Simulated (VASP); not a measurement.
# P (Cmmm) in VASP: single point with PBE+D3(BJ)

Aim: the single point of P with PBE+D3(BJ).

Everything below comes from runs of VASP 6.6.1. Logs are shortened: lines on timing, memory, paths and dates and some standing lists are left out, and cuts for length are marked.

### 1 The cell of the first run

It takes space group Cmmm (No. 65, orthorhombic). Conventional cell: a = 3.341 Å, b = 3.468 Å, c = 2.407 Å, α = 90.00°, β = 90.00°, γ = 90.00°. Within 3.2 Å of P (site symmetry mmm) lie 6 P at 2.41 Å.

### 2 Single point, PBE+D3(BJ)

Contents of INCAR:

```
SYSTEM = P
ALGO = Normal ; EDIFF = 1E-7
ENCUT = 520 ; GGA = PE
ISIF = 2 ; ISMEAR = 1
IVDW = 12 ; LASPH = .True.
LCHARG = .True. ; LELF = .True.
LREAL = .False. ; LVHAR = .True.
LWAVE = .False. ; NBANDS = 8
NELM = 100 ; PREC = Accurate
SIGMA = 0.15
```

Contents of KPOINTS:

```
k-points
0
Gamma
  24 24 24
  0 0 0
```

Contents of POSCAR:

```
P
1.0
    2.4072602648      0.0451361300      0.0000000000
    0.0451361300      2.4072602648      0.0000000000
    0.0000000000      0.0000000000      2.4073686085
P
1
Direct
    0.0000000000      0.0000000000      0.0000000000
```

Potentials or basis: VASP PAW PBE potentials, release 64 (P).

Launch:

```sh
> cat potpaw_PBE.64/P/POTCAR > POTCAR
> mpirun -np 1 vasp_std > vasp.out
```

OUTCAR:

```text
SYSTEM = P
   EDIFF = 1E-7
   ENCUT = 520
   GGA = PE
   ISIF = 2
   ISMEAR = 1
   IVDW = 12
   LASPH = .True.
   LREAL = .False.
   NELM = 100
   PREC = Accurate
 IVDW          = 12

 ion  position               nearest neighbor table
   1  0.000  0.000  0.000-

  LATTYP: Found a base centered orthorhombic cell.
 ALAT       =     3.3405479874
 B/A-ratio  =     1.0382165605
 C/A-ratio  =     0.7206508087

  Lattice vectors:

 A1 = (  -0.0451361300,  -2.4072602648,   0.0000000000)
 A2 = (   2.4072602648,   0.0451361300,   0.0000000000)
 A3 = (   0.0000000000,   0.0000000000,   2.4073686085)

Analysis of symmetry for initial positions (statically):
=====================================================================
 Subroutine PRICEL returns:
 Original cell was already a primitive cell.

 Routine SETGRP: Setting up the symmetry group for a
 base centered orthorhombic supercell.

 Subroutine GETGRP returns: Found  8 space group operations
 (whereof  8 operations were pure point group operations)
 out of a pool of  8 trial point group operations.

The static configuration has the point symmetry D_2h.

Analysis of symmetry for dynamics (positions and initial velocities):
=====================================================================
 Subroutine PRICEL returns:
 Original cell was already a primitive cell.

 Routine SETGRP: Setting up the symmetry group for a
 base centered orthorhombic supercell.

 Subroutine GETGRP returns: Found  8 space group operations
 (whereof  8 operations were pure point group operations)
 out of a pool of  8 trial point group operations.

The dynamic configuration has the point symmetry D_2h.

 Subroutine INISYM returns: Found  8 space group operations
 (whereof  8 operations are pure point group operations),
 and found     1 'primitive' translations

----------------------------------------------------------------------------------------

                                     Primitive cell

  volume of cell :      13.9456

  direct lattice vectors                    reciprocal lattice vectors
     2.407260265  0.045136130  0.000000000     0.415556100 -0.007791677  0.000000000
     0.045136130  2.407260265  0.000000000    -0.007791677  0.415556100  0.000000000
     0.000000000  0.000000000  2.407368609     0.000000000  0.000000000  0.415391310

  length of vectors
     2.407683379  2.407683379  2.407368609     0.415629140  0.415629140  0.415391310

  position of ions in fractional coordinates (direct lattice)
     0.000000000  0.000000000  0.000000000

  ion indices of the primitive-cell ions
   primitive index   ion index
                 1           1

----------------------------------------------------------------------------------------

 KPOINTS: k-points

Automatic generation of k-mesh.
 Grid dimensions read from file:
 generate k-points for:   24   24   24

 Generating k-lattice:

  Cartesian coordinates                     Fractional coordinates (reciprocal lattice)
     0.017314837 -0.000324653  0.000000000     0.041666667 -0.000000000  0.000000000
    -0.000324653  0.017314837  0.000000000    -0.000000000  0.041666667  0.000000000
     0.000000000  0.000000000  0.017307971     0.000000000  0.000000000  0.041666667

  Length of vectors
     0.017317881  0.017317881  0.017307971

  Shift w.r.t. Gamma in fractional coordinates (k-lattice)
     0.000000000  0.000000000  0.000000000

 Subroutine IBZKPT returns following result:
 ===========================================

 Found   2041 irreducible k-points:

 Following reciprocal coordinates:
            Coordinates               Weight
  0.000000  0.000000  0.000000      1.000000
  0.041667  0.000000  0.000000      4.000000
  0.083333  0.000000  0.000000      4.000000
  0.125000  0.000000  0.000000      4.000000
  0.166667 -0.000000  0.000000      4.000000
  0.208333  0.000000  0.000000      4.000000
[... 16 lines left out ...]
  0.416667  0.041667  0.000000      4.000000
  0.458333  0.041667  0.000000      4.000000
 [... further k-points ...]
   k-points           NKPTS =   2041   k-points in BZ     NKDIM =   2041   number of bands    NBANDS=      8
   number of dos      NEDOS =    301   number of ions     NIONS =      1
   total plane-waves  NPLWV =   5832
   dimension x,y,z NGX =    18 NGY =   18 NGZ =   18
   dimension x,y,z NGXF=    36 NGYF=   36 NGZF=   36
   ions per type =               1
   NGX,Y,Z   is equivalent  to a cutoff of  12.43, 12.43, 12.43 a.u.
   NGXF,Y,Z  is equivalent  to a cutoff of  24.86, 24.86, 24.86 a.u.
 SYSTEM =  P
   PREC   = accura    normal or accurate (medium, high low for compatibility)
   ISTART =      0    job   : 0-new  1-cont  2-samecut
   ICHARG =      2    charge: 1-file 2-atom 10-const
   ISPIN  =      1    spin polarized calculation?
   LNONCOLLINEAR =      F non collinear calculations
   LSORBIT =      F    spin-orbit coupling
   LASPH  =      T    aspherical Exc in radial PAW
   ENCUT  =  520.0 eV  38.22 Ry    6.18 a.u.   4.48  4.48  4.48*2*pi/ulx,y,z
   NELM   =    100;   NELMIN=  2; NELMDL= -5     # of ELM steps
   EDIFF  = 0.1E-06   stopping-criterion for ELM
   LREAL  =      F    real-space projection
   EDIFFG = 0.1E-05   stopping-criterion for IOM
   NSW    =      0    number of steps for IOM
   IBRION =     -1    ionic relax: 0-MD 1-quasi-New 2-CG
   NFREE  =      0    steps in history (QN), initial steepest desc. (CG)
   ISIF   =      2    stress and relaxation
   ISYM   =      2    0-nonsym 1-usesym 2-fastsym
   POTIM  = 0.5000    time-step for ionic-motion
   TEBEG  =    0.0;   TEEND  =   0.0 temperature during run
   PSTRESS=    0.0 pullay stress
   NELECT =       5.0000    total number of electrons
   NUPDOWN=      -1.0000    fix difference up-down
   EMIN   =  10.00;   EMAX   =-10.00  energy-range for DOS
   EFERMI =   0.00;   METHOD = LEGACY
   ISMEAR =     1;   SIGMA  =   0.15  broadening in eV -4-tet -1-fermi 0-gaus
   EFERMI_NEDOS =   21; number of points for ismear=-14 and -15
   IALGO  =     38    algorithm
   IMIX   =      4    mixing-type and parameters
     AMIX     =   0.40;   BMIX     =  1.00
     AMIX_MAG =   1.60;   BMIX_MAG =  1.00
  volume/ion in A,a.u.               =      13.95        94.11
  Fermi-wavevector in a.u.,A,eV,Ry     =   1.163017  2.197784 18.403366  1.352609
  Thomas-Fermi vector in A             =   2.299572
   LORBIT       =      0    0 simple, 1 ext, 2 COOP (PROOUT), +10 PAW based schemes
   GGA     = PE    functional components
   LHFCALC =     F    Hartree Fock is set to
   AEXX    =    0.0000 exact exchange contribution
   IVDW    =    12    specifies the selected vdW correction
   LEPSILON=     F    determine dielectric tensor
   LRPA    =     F    only Hartree local field effects (RPA)
 non-spin polarized calculation
 Methfessel and Paxton  Order N= 1 SIGMA  =   0.15
  energy-cutoff  :      520.00
  volume of cell :       13.95
 maximum number of plane-waves:       389
 NGX is ok and might be reduce to    18
   NGX =  9   NGY =  9   NGZ =  9

 number of electron       4.9999998 magnetization

 Free energy of the ion-electron system (eV)
  ---------------------------------------------------
  ext. energy  EPLUGINS =         0.00000000
  ---------------------------------------------------
  free energy    TOTEN  =        -5.25521419 eV

  energy without entropy =       -5.25545652  energy(sigma->0) =       -5.25529496

 E-fermi :  10.2698     XC(G=0): -11.4716

 val. band max:       10.2693592508   @ k =   0.2083   0.0833   0.2500
 cond. band min:      10.2700249768   @ k =   0.2083   0.2083   0.1667
 fundamental gap:      0.0006657260
 Fermi energy:        10.2697663299

 k-point     1 :       0.0000    0.0000    0.0000
  band No.  band energies     occupation
      1      -6.6788      2.00000
      2      15.3995      0.00000
      3      15.5226      0.00000
      4      15.6844      0.00000
      5      17.0117      0.00000
      6      17.0361      0.00000
      7      25.0748      0.00000
      8      35.1458      0.00000

 k-point     2 :       0.0417    0.0000    0.0000
  band No.  band energies     occupation
      1      -6.6377      2.00000
      2      14.5188      0.00000
      3      15.5552      0.00000
      4      15.5804      0.00000
      5      17.0515      0.00000
      6      17.9982      0.00000
      7      25.2127      0.00000
      8      34.7849      0.00000

 k-point     3 :       0.0833    0.0000    0.0000
  band No.  band energies     occupation
      1      -6.5145      2.00000
      2      13.0125     -0.00000
      3      15.6528      0.00000
      4      15.6644      0.00000
      5      17.1523      0.00000
      6      19.3530      0.00000
      7      25.6394      0.00000
      8      33.9164      0.00000

 k-point     4 :       0.1250    0.0000    0.0000
  band No.  band energies     occupation
      1      -6.3100      2.00000
      2      11.4690     -0.00000
      3      15.8141      0.00000
      4      15.8161      0.00000
      5      17.3172      0.00000
      6      20.5883      0.00000
      7      26.3768      0.00000
      8      32.7918      0.00000

 k-point     5 :       0.1667   -0.0000    0.0000
  band No.  band energies     occupation
      1      -6.0250      2.00000
      2       9.9500      2.01021
      3      16.0278      0.00000
      4      16.0368      0.00000
      5      17.5417      0.00000
      6      21.6354      0.00000
      7      27.4025      0.00000
      8      31.5815      0.00000

 k-point     6 :       0.2083    0.0000    0.0000
  band No.  band energies     occupation
      1      -5.6614      2.00000
      2       8.4775      2.00000
      3      16.2954      0.00000
      4      16.3170      0.00000
      5      17.8186      0.00000
      6      22.5174      0.00000
      7      28.5694      0.00000
      8      30.4212      0.00000

 k-point     7 :       0.2500    0.0000    0.0000
  band No.  band energies     occupation
      1      -5.2221      2.00000
      2       7.0650      2.00000
      3      16.6133      0.00000
      4      16.6487      0.00000
      5      18.1370      0.00000
      6      23.2997      0.00000
      7      28.8996      0.00000
      8      29.2695      0.00000
[... 133 lines left out ...]
 k-point    20 :       0.2917    0.0417    0.0000
  band No.  band energies     occupation
      1      -4.6902      2.00000
      2       5.8039      2.00000
      3      16.3858      0.00000
      4      17.0413      0.00000
      5      19.0232      0.00000
      6      24.0627      0.00000
      7      26.9320      0.00000
      8      28.1887      0.00000

 k-point    21 :       0.3333    0.0417    0.0000
  band No.  band energies     occupation
      1      -4.1195      2.00000
      2       4.5451      2.00000
      3      16.7826      0.00000
      4      17.4398      0.00000
      5      19.3735      0.00000
      6      24.6370      0.00000
      7      26.1605      0.00000
      8      27.1451      0.00000

 k-point    22 :       0.3750    0.0417    0.0000
  band No.  band energies     occupation
      1      -3.5024      2.00000
      2       3.3889      2.00000
      3      17.1522      0.00000
      4      17.8391      0.00000
      5      19.7232      0.00000
      6      24.7174      0.00000
      7      26.0255      0.00000
      8      26.2365      0.00000

 k-point    23 :       0.4167    0.0417    0.0000
  band No.  band energies     occupation
      1      -2.8762      2.00000
      2       2.3747      2.00000
      3      17.4425      0.00000
      4      18.1989      0.00000
      5      20.0444      0.00000
      6      24.3175      0.00000
      7      25.5088      0.00000
      8      26.5863      0.00000

 k-point    24 :       0.4583    0.0417    0.0000
  band No.  band energies     occupation
      1      -2.3342      2.00000
      2       1.5973      2.00000
      3      17.5928      0.00000
      4      18.4609      0.00000
      5      20.3015      0.00000
      6      24.0284      0.00000
      7      25.0233      0.00000
      8      27.2917      0.00000

 [... further k-points ...]

------------------------ aborting loop because EDIFF is reached ----------------------------------------

 Edisp (eV)   -0.50666

 E8    (eV) :    -0.1914

  FORCE on cell =-STRESS in cart. coord.  units (eV):
  Direction    XX          YY          ZZ          XY          YZ          ZX
  --------------------------------------------------------------------------------------
  -------------------------------------------------------------------------------------
  Total      -0.03860    -0.03860    -0.02721    -0.20346     0.00000     0.00000
  in kB      -4.43520    -4.43520    -3.12592   -23.37547     0.00000     0.00000
  external pressure =       -4.00 kB  Pullay stress =        0.00 kB

 VOLUME and BASIS-vectors are now :
 -----------------------------------------------------------------------------
  energy-cutoff  :      520.00
  volume of cell :       13.95
      direct lattice vectors                 reciprocal lattice vectors
     2.407260265  0.045136130  0.000000000     0.415556100 -0.007791677  0.000000000
     0.045136130  2.407260265  0.000000000    -0.007791677  0.415556100  0.000000000
     0.000000000  0.000000000  2.407368609     0.000000000  0.000000000  0.415391310

 POSITION                                       TOTAL-FORCE (eV/Angst)
 -----------------------------------------------------------------------------------
      0.00000      0.00000      0.00000        -0.000000      0.000000      0.000000
 -----------------------------------------------------------------------------------
    total drift:                                0.000000      0.000000      0.000000

  FREE ENERGIE OF THE ION-ELECTRON SYSTEM (eV)
  ---------------------------------------------------
  free  energy   TOTEN  =        -5.7618789122 eV

  energy  without entropy=       -5.7621212433  energy(sigma->0) =       -5.76195969
```

Run time: 94 s. Hardware: 1 thread of Intel Xeon Platinum 8124M at 3.00GHz (Skylake/Cascade Lake), shared host; peak memory 0.29 GiB.

Results:

| Property | Result |
| --- | --- |
| Free energy | -5.7619 eV |
| Pressure | -0.4 GPa |
| Band gap on the k mesh | zero (an odd number of electrons rules out a gap without spin polarisation) |
| Dispersion energy per atom | -0.507 eV |

Stress tensor (GPa, compression positive):
```
-0.44 -2.34  0.00
-2.34 -0.44  0.00
 0.00  0.00 -0.31
```

Levels at points of the mesh, in eV from the Fermi level:
```
           k point  band 1  band 2  band 3  band 4  band 5  band 6
(0.00, 0.00, 0.00)  -16.95    5.13    5.25    5.41    6.74    6.77
(0.50, 0.00, 0.00)  -12.40   -9.04    8.20    8.26    9.36   14.54
(0.50, 0.50, 0.00)   -7.47   -5.83   -5.12    0.76   11.05   16.91
(0.00, 0.00, 0.50)  -12.40   -9.04    8.13    8.42    9.42   14.43
(0.50, 0.00, 0.50)   -7.44   -5.48   -5.48    0.73   11.00   16.72
(0.50, 0.50, 0.50)   -2.56   -2.25   -1.89   -1.20    4.20    4.58
```

Caveat: an odd number of electrons without spin polarisation forces a metal; a magnetic or distorted state may lie lower.
